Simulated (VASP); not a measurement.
# Al2Cu (P1) in VASP: single point with r2SCAN

Aim: the single point of Al2Cu with r2SCAN.

All numbers are computed with VASP 6.6.1; they aren't measurements. Logs are shortened: lines on timing, memory, paths and dates and some standing lists are left out, and cuts for length are marked.

### Step 1. The cell of the first run

The typed cell holds 3 atoms: a = 4.088 Å, b = 4.088 Å, c = 2.851 Å, α = 90.00°, β = 90.00°, γ = 90.00°.

### Step 2. Single point, r2SCAN (atoms moved at random)

Contents of POSCAR:

```
Al2Cu
1.0
    4.0880282804      0.0000000000      0.0000000000
    0.0000000000      4.0880282804      0.0000000000
    0.0000000000      0.0000000000      2.8513253925
Al Cu
2 1
Direct
    0.4521321795     -0.0153522542      0.5848404269
    0.0602226644      0.4758134797      0.4856748214
   -0.0123548439      0.0395387745     -0.0705152483
```

Contents of INCAR.step1:

```
PREC = Accurate
ENCUT = 520
ISMEAR = 0
SIGMA = 0.15
LREAL = F
LASPH = T
NELM = 80
NBANDS = 16
GGA = PE
ALGO = Normal
EDIFF = 1E-4
LWAVE = T
LCHARG = F
```

Contents of INCAR.step2:

```
PREC = Accurate
ENCUT = 520
EDIFF = 1E-7
ISMEAR = 0
SIGMA = 0.15
LREAL = F
LASPH = T
NELM = 80
ALGO = Normal
ISIF = 2
LWAVE = F
LCHARG = T
METAGGA = R2SCAN
LMIXTAU = T
LELF = T
LVHAR = T
NBANDS = 16
ISTART = 1
```

Contents of KPOINTS:

```
Automatic mesh
0
Gamma
  8 8 12
```

Potentials or basis: VASP PAW PBE potentials, release 64 (Al, Cu).

The run is started by

```bash
$ cat potpaw_PBE.64/Al/POTCAR potpaw_PBE.64/Cu/POTCAR > POTCAR
$ cp INCAR.step1 INCAR
$ mpirun -np 1 vasp_std > vasp.out
$ cp INCAR.step2 INCAR
$ mpirun -np 1 vasp_std > vasp.out
```

OUTCAR:

```text
PREC = Accurate
   ENCUT = 520
   EDIFF = 1E-7
   ISMEAR = 0
   LREAL = F
   LASPH = T
   NELM = 80
   ISIF = 2
   METAGGA = R2SCAN
   ISTART = 1

 ion  position               nearest neighbor table
   1  0.452  0.985  0.585-   3 2.15   3 2.41   2 2.58   2 2.64   3 2.67   3 2.89   2 3.21   2 3.25

   2  0.060  0.476  0.486-   3 2.21   3 2.40   1 2.58   1 2.64   3 2.65   3 2.81   1 3.21   1 3.25

   3  0.988  0.040  0.929-   1 2.15   2 2.21   2 2.40   1 2.41   2 2.65   1 2.67   2 2.81   1 2.89

  LATTYP: Found a simple tetragonal cell.
 ALAT       =     4.0880282804
 C/A-ratio  =     0.6974818169

  Lattice vectors:

 A1 = (   4.0880282804,   0.0000000000,   0.0000000000)
 A2 = (   0.0000000000,   4.0880282804,   0.0000000000)
 A3 = (   0.0000000000,   0.0000000000,   2.8513253925)

Analysis of symmetry for initial positions (statically):
=====================================================================
 Subroutine PRICEL returns:
 Original cell was already a primitive cell.

 Routine SETGRP: Setting up the symmetry group for a
 simple tetragonal supercell.

 Subroutine GETGRP returns: Found  1 space group operations
 (whereof  1 operations were pure point group operations)
 out of a pool of 16 trial point group operations.

The static configuration has the point symmetry C_1 .

Analysis of symmetry for dynamics (positions and initial velocities):
=====================================================================
 Subroutine PRICEL returns:
 Original cell was already a primitive cell.

 Routine SETGRP: Setting up the symmetry group for a
 simple tetragonal supercell.

 Subroutine GETGRP returns: Found  1 space group operations
 (whereof  1 operations were pure point group operations)
 out of a pool of 16 trial point group operations.

The dynamic configuration has the point symmetry C_1 .

 Subroutine INISYM returns: Found  1 space group operations
 (whereof  1 operations are pure point group operations),
 and found     1 'primitive' translations

----------------------------------------------------------------------------------------

                                     Primitive cell

  volume of cell :      47.6513

  direct lattice vectors                    reciprocal lattice vectors
     4.088028280  0.000000000  0.000000000     0.244616703  0.000000000  0.000000000
     0.000000000  4.088028280  0.000000000     0.000000000  0.244616703  0.000000000
     0.000000000  0.000000000  2.851325393     0.000000000  0.000000000  0.350714093

  length of vectors
     4.088028280  4.088028280  2.851325393     0.244616703  0.244616703  0.350714093

  position of ions in fractional coordinates (direct lattice)
     0.452132179  0.984647746  0.584840427
     0.060222664  0.475813480  0.485674821
     0.987645156  0.039538775  0.929484752

  ion indices of the primitive-cell ions
   primitive index   ion index
                 1           1
                 2           2
                 3           3

----------------------------------------------------------------------------------------

 KPOINTS: Automatic mesh

Automatic generation of k-mesh.
 Grid dimensions read from file:
 generate k-points for:    8    8   12

 Generating k-lattice:

  Cartesian coordinates                     Fractional coordinates (reciprocal lattice)
     0.030577088  0.000000000  0.000000000     0.125000000  0.000000000  0.000000000
     0.000000000  0.030577088  0.000000000     0.000000000  0.125000000  0.000000000
     0.000000000  0.000000000  0.029226174     0.000000000  0.000000000  0.083333333

  Length of vectors
     0.030577088  0.030577088  0.029226174

  Shift w.r.t. Gamma in fractional coordinates (k-lattice)
     0.000000000  0.000000000  0.000000000

 Subroutine IBZKPT returns following result:
 ===========================================

 Found    388 irreducible k-points:

 Following reciprocal coordinates:
            Coordinates               Weight
  0.000000  0.000000  0.000000      1.000000
  0.125000  0.000000  0.000000      2.000000
  0.000000  0.125000  0.000000      2.000000
  0.250000  0.000000  0.000000      2.000000
  0.000000  0.250000  0.000000      2.000000
  0.375000  0.000000  0.000000      2.000000
[... 16 lines left out ...]
 -0.250000  0.250000  0.000000      2.000000
  0.375000  0.250000  0.000000      2.000000
 [... further k-points ...]
   k-points           NKPTS =    388   k-points in BZ     NKDIM =    388   number of bands    NBANDS=     16
   number of dos      NEDOS =    301   number of ions     NIONS =      3
   total plane-waves  NPLWV =  21600
   dimension x,y,z NGX =    30 NGY =   30 NGZ =   24
   dimension x,y,z NGXF=    60 NGYF=   60 NGZF=   48
   ions per type =               2   1
   NGX,Y,Z   is equivalent  to a cutoff of  12.20, 12.20, 13.99 a.u.
   NGXF,Y,Z  is equivalent  to a cutoff of  24.40, 24.40, 27.99 a.u.
 SYSTEM =  unknown system
   PREC   = accura    normal or accurate (medium, high low for compatibility)
   ISTART =      1    job   : 0-new  1-cont  2-samecut
   ICHARG =      0    charge: 1-file 2-atom 10-const
   ISPIN  =      1    spin polarized calculation?
   LNONCOLLINEAR =      F non collinear calculations
   LSORBIT =      F    spin-orbit coupling
   LASPH  =      T    aspherical Exc in radial PAW
   ENCUT  =  520.0 eV  38.22 Ry    6.18 a.u.   7.60  7.60  5.30*2*pi/ulx,y,z
   NELM   =     80;   NELMIN=  2; NELMDL=  0     # of ELM steps
   EDIFF  = 0.1E-06   stopping-criterion for ELM
   LREAL  =      F    real-space projection
   EDIFFG = 0.1E-05   stopping-criterion for IOM
   NSW    =      0    number of steps for IOM
   IBRION =     -1    ionic relax: 0-MD 1-quasi-New 2-CG
   NFREE  =      0    steps in history (QN), initial steepest desc. (CG)
   ISIF   =      2    stress and relaxation
   ISYM   =      2    0-nonsym 1-usesym 2-fastsym
   POTIM  = 0.5000    time-step for ionic-motion
   TEBEG  =    0.0;   TEEND  =   0.0 temperature during run
   PSTRESS=    0.0 pullay stress
   NELECT =      17.0000    total number of electrons
   NUPDOWN=      -1.0000    fix difference up-down
   EMIN   =  10.00;   EMAX   =-10.00  energy-range for DOS
   EFERMI =   0.00;   METHOD = LEGACY
   ISMEAR =     0;   SIGMA  =   0.15  broadening in eV -4-tet -1-fermi 0-gaus
   EFERMI_NEDOS =   21; number of points for ismear=-14 and -15
   IALGO  =     38    algorithm
   IMIX   =      4    mixing-type and parameters
     AMIX     =   0.40;   BMIX     =  1.00
     AMIX_MAG =   1.60;   BMIX_MAG =  1.00
  volume/ion in A,a.u.               =      15.88       107.19
  Fermi-wavevector in a.u.,A,eV,Ry     =   1.161091  2.194144 18.342456  1.348132
  Thomas-Fermi vector in A             =   2.297667
   LORBIT       =      0    0 simple, 1 ext, 2 COOP (PROOUT), +10 PAW based schemes
   METAGGA = R2SCAN    functional components
   LHFCALC =     F    Hartree Fock is set to
   AEXX    =    0.0000 exact exchange contribution
   IVDW    =     0    specifies the selected vdW correction
   LEPSILON=     F    determine dielectric tensor
   LRPA    =     F    only Hartree local field effects (RPA)
 non-spin polarized calculation
 Gauss-broadening in eV      SIGMA  =   0.15
  energy-cutoff  :      520.00
  volume of cell :       47.65
 maximum number of plane-waves:      1312
   NGX = 15   NGY = 15   NGZ = 11

 number of electron      17.0000011 magnetization

 Free energy of the ion-electron system (eV)
  ---------------------------------------------------
  ext. energy  EPLUGINS =         0.00000000
  ---------------------------------------------------
  free energy    TOTEN  =       -23.49735298 eV

  energy without entropy =      -23.48982446  energy(sigma->0) =      -23.49358872

 E-fermi :   7.2822     XC(G=0): -11.1633

 val. band max:        7.2777745123   @ k =  -0.1250   0.5000   0.0833
 cond. band min:       7.2957640872   @ k =   0.1250  -0.1250   0.4167
 fundamental gap:      0.0179895748
 Fermi energy:         7.2822137697

 k-point     1 :       0.0000    0.0000    0.0000
  band No.  band energies     occupation
      1      -4.0170      2.00000
      2       1.4340      2.00000
      3       1.9001      2.00000
      4       2.4226      2.00000
      5       2.7766      2.00000
      6       2.8796      2.00000
[... 8 lines left out ...]
     15      15.1639      0.00000
     16      19.6340      0.00000

 k-point     2 :       0.1250    0.0000    0.0000
  band No.  band energies     occupation
      1      -3.8831      2.00000
      2       1.3624      2.00000
      3       1.8881      2.00000
      4       2.3876      2.00000
      5       2.7573      2.00000
      6       2.8770      2.00000
[... 8 lines left out ...]
     15      16.6733      0.00000
     16      19.7396      0.00000

 k-point     3 :       0.0000    0.1250    0.0000
  band No.  band energies     occupation
      1      -3.8783      2.00000
      2       1.3372      2.00000
      3       1.8524      2.00000
      4       2.3918      2.00000
      5       2.7798      2.00000
      6       2.8729      2.00000
[... 8 lines left out ...]
     15      16.8649      0.00000
     16      19.8880      0.00000

 k-point     4 :       0.2500    0.0000    0.0000
  band No.  band energies     occupation
      1      -3.4960      2.00000
      2       0.9156      2.00000
      3       1.8733      2.00000
      4       2.3116      2.00000
      5       2.6331      2.00000
      6       2.8664      2.00000
[... 8 lines left out ...]
     15      19.0241      0.00000
     16      19.2520      0.00000
[... 324 lines left out ...]
 k-point    22 :       0.2500    0.2500    0.0000
  band No.  band energies     occupation
      1      -2.9489      2.00000
      2       0.8971      2.00000
      3       1.5017      2.00000
      4       2.1947      2.00000
      5       2.7149      2.00000
      6       2.8381      2.00000
[... 8 lines left out ...]
     15      18.4286      0.00000
     16      19.4281      0.00000

 k-point    23 :      -0.2500    0.2500    0.0000
  band No.  band energies     occupation
      1      -2.9523      2.00000
      2       0.9425      2.00000
      3       1.4500      2.00000
      4       2.2335      2.00000
      5       2.7018      2.00000
      6       2.8505      2.00000
[... 8 lines left out ...]
     15      18.4633      0.00000
     16      19.4068      0.00000

 k-point    24 :       0.3750    0.2500    0.0000
  band No.  band energies     occupation
      1      -2.3837      2.00000
      2       0.3906      2.00000
      3       1.4269      2.00000
      4       2.1257      2.00000
      5       2.4969      2.00000
      6       2.8137      2.00000
[... 8 lines left out ...]
     15      18.4374      0.00000
     16      19.7091      0.00000

 [... further k-points ...]
[... 5 lines left out ...]
  --------------------------------------------------------------------------------------
  -------------------------------------------------------------------------------------
  Total        3.8591794      2.8831562      1.4243814     -0.2608224     -0.7912985     -1.3922611
  in kB      129.7570571     96.9402633     47.8919273     -8.7696228    -26.6058037    -46.8119464
  external PRESSURE =      91.5297492 kB  Pullay stress =       0.0000000 kB

 VOLUME and BASIS-vectors are now :
 -----------------------------------------------------------------------------
  energy-cutoff  :      520.00
  volume of cell :       47.65
      direct lattice vectors                 reciprocal lattice vectors
     4.088028280  0.000000000  0.000000000     0.244616703  0.000000000  0.000000000
     0.000000000  4.088028280  0.000000000     0.000000000  0.244616703  0.000000000
     0.000000000  0.000000000  2.851325393     0.000000000  0.000000000  0.350714093

 POSITION                                       TOTAL-FORCE (eV/Angst)
 -----------------------------------------------------------------------------------
      1.84833      4.02527      1.66757         2.749050     -0.428204     -1.409243
      0.24619      1.94514      1.38482        -0.861991      2.198033     -0.748705
      4.03752      0.16164      2.65026        -1.887060     -1.769829      2.157948
 -----------------------------------------------------------------------------------
    total drift:                                0.010167      0.010509     -0.007280

  FREE ENERGIE OF THE ION-ELECTRON SYSTEM (eV)
  ---------------------------------------------------
  free  energy   TOTEN  =       -23.4973529845 eV

  energy  without entropy=      -23.4898244631  energy(sigma->0) =      -23.49358872
```

Run time: 18 min. Hardware: 1 thread of Oxide Virtual Turin-like, shared host; peak memory 0.36 GiB.

Results:

| Property | Result |
| --- | --- |
| Free energy | -23.4974 eV |
| Pressure | 9.2 GPa |
| Largest force | 3.369 eV/Å |
| Band gap on the k mesh | zero (an odd number of electrons rules out a gap without spin polarisation) |

Forces on the atoms (eV/Å):
```
Al   2.749 -0.428 -1.409
Al  -0.862  2.198 -0.749
Cu  -1.887 -1.770  2.158
```

Caveat: the cell differs from its parent crystal (atoms moved at random); the stress differs along the axes, from 5 to 13 GPa; the PAW data sets were made with another functional, which shifts forces and pressure a little.
